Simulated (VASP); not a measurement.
Write the native input for VASP 6.6.1 that does the following.

- Task: single point
- Functional: PBE
- Potentials or basis: VASP PAW PBE potentials, release 64 (Mn_pv, In_d, C, N)
- Cutoff: 520 eV
- k mesh: 4 × 4 × 4
- Occupations: gaussian, width 0.1 eV
- Spin: collinear spin, ferromagnetic start
- Starting moments: [4.0, 0.0, 0.0, 0.0, 0.0, 0.0, 0.0, 0.0, 0.0, 0.0] μB
- Dipole correction: no
- Further INCAR settings: ALGO = Normal; EDIFF = 1e-07; NBANDS = 46

The structure of MnInC4N4 lies in POSCAR:

```
MnInC4N4
1.0
    6.0107936500      0.0000000000      0.0000000000
    0.0000000000      6.0107936500      0.0000000000
    0.0000000000      0.0000000000      6.0107936500
Mn In C N
1 1 4 4
Direct
    0.0000000000      0.0000000000      0.0000000000
    0.5000000000      0.5000000000      0.5000000000
    0.1861492700      0.1861492700      0.1861492700
    0.1861492700      0.8138507300      0.8138507300
    0.8138507300      0.1861492700      0.8138507300
    0.8138507300      0.8138507300      0.1861492700
    0.2985304000      0.2985304000      0.2985304000
    0.2985304000      0.7014696000      0.7014696000
    0.7014696000      0.2985304000      0.7014696000
    0.7014696000      0.7014696000      0.2985304000
```

The input as run:

INCAR

```
SYSTEM = MnInC4N4
PREC     = Accurate       ! precision mode
ENCUT    = 520            ! plane-wave cutoff, eV
EDIFF    = 1E-7           ! SCF threshold, eV
ISMEAR   = 0              ! smearing method
SIGMA    = 0.1            ! smearing width, eV
LREAL    = .False.        ! projectors in reciprocal space
LASPH    = .True.         ! aspherical terms in the spheres
NELM     = 150            ! most SCF steps
ALGO     = Normal         ! electronic algorithm
ISIF     = 2              ! what is computed and relaxed
LWAVE    = .False.        ! write WAVECAR
LCHARG   = .True.         ! write CHGCAR
ISPIN    = 2              ! spin polarisation
MAGMOM   = 4 0 0 0 0 0 0 0 0 0 ! initial moments
LORBIT   = 11             ! projections on sites
LMAXMIX  = 4              ! l up to which the mixer works
GGA      = PE             ! functional
LELF     = .True.         ! ELF
LVHAR    = .True.       
NBANDS   = 46             ! bands
```

KPOINTS

```
Automatic mesh
0
Gamma
  4 4 4
  0 0 0
```

Potentials or basis: VASP PAW PBE potentials, release 64 (Mn_pv, In_d, C, N).

Launch:

```console
$ cat potpaw_PBE.64/Mn_pv/POTCAR potpaw_PBE.64/In_d/POTCAR potpaw_PBE.64/C/POTCAR potpaw_PBE.64/N/POTCAR > POTCAR
$ mpirun -np 1 vasp_std > vasp.out
```

It gave:

```
Pressure                                              : 2.0 GPa
Largest force                                         : 1.721 eV/Å
Band gap on the k mesh                                : zero (filled and empty bands overlap)
Net moment                                            : 4.00 μB per cell
Site moments                                          : Mn +2.98; In +0.01; C -0.02; N +0.09 μB
Valence electrons inside the program's atomic spheres : Mn 11.87; In 11.38; C 2.57; N 3.93
```

Caveat: spin-orbit coupling is left out, which moves the levels of the heavy elements; a cell with one magnetic atom can't hold antiferromagnetic order, which such compounds often take; forces of over 1 eV/Å act on the atoms, so gaps and moduli don't describe the material at rest.

Run time: 3.1 min on 1 thread of Intel(R) Xeon(R) 6975P-C (Granite Rapids), on a shared host, peak memory 0.5 GiB.
